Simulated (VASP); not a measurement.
Set up this calculation in VASP 6.6.1, as the native input.

```
Task                   : relaxation of shape and atoms at fixed volume
Functional             : PBE
Dispersion             : D3(BJ)
Potentials or basis    : VASP PAW PBE potentials, release 64 (Bi_d)
Cutoff                 : 600 eV
k mesh                 : 12 × 12 × 12
Occupations            : gaussian, width 0.1 eV
Spin                   : no spin polarisation
Dipole correction      : no
Further INCAR settings : ALGO = Fast; EDIFF = 1e-07; IBRION = 2; EDIFFG = -0.01; NSW = 50; ISIF = 4
```

The structure of Bi lies in POSCAR:

```
Bi
1.0
    2.3189155930      1.3388265419      4.0820915332
   -2.3189155930      1.3388265419      4.0820915332
    0.0000000000     -2.6776530837      4.0820915332
Bi
2
Direct
    0.2340402600      0.2340402600      0.2340402600
    0.7659597400      0.7659597400      0.7659597400
```

These files were run (other wordings do the same):

INCAR

```
PREC     = Accurate       # precision mode
ENCUT    = 600            # plane-wave cutoff, eV
EDIFF    = 1E-7           # SCF threshold, eV
ISMEAR   = 0              # smearing method
SIGMA    = 0.1            # smearing width, eV
LREAL    = False          # projectors in reciprocal space
LASPH    = True           # aspherical terms in the spheres
NELM     = 60             # most SCF steps
ALGO     = Fast           # electronic algorithm
ISIF     = 4              # what is computed and relaxed
LWAVE    = False          # write WAVECAR
LCHARG   = False          # write CHGCAR
GGA      = PE             # functional
IVDW     = 12             # dispersion correction
IBRION   = 2              # ionic algorithm
NSW      = 50             # ionic steps
EDIFFG   = -0.01          # ionic threshold
```

KPOINTS

```
Automatic mesh
0
Gamma
  12 12 12
```

Potentials or basis: VASP PAW PBE potentials, release 64 (Bi_d).

Launch:

```console
$ cat potpaw_PBE.64/Bi_d/POTCAR > POTCAR
$ mpirun -np 1 vasp_std > vasp.out
```

Results of the run:

The energy gained by relaxing is 2.5 meV/atom and the ionic steps are 6. The pressure after relaxing is -2.6 GPa and the largest force after relaxing is 0.004 eV/Å. The band gap on the k mesh is zero (bands 15 and 16 overlap by 0.21 eV) and the dispersion energy per atom is -0.418 eV.

Caveat: spin-orbit coupling is left out, which moves the levels of the heavy elements.

Run time: 43 min on 1 thread of Oxide Virtual Turin-like Processor (shared host), peak memory 0.42 GiB.
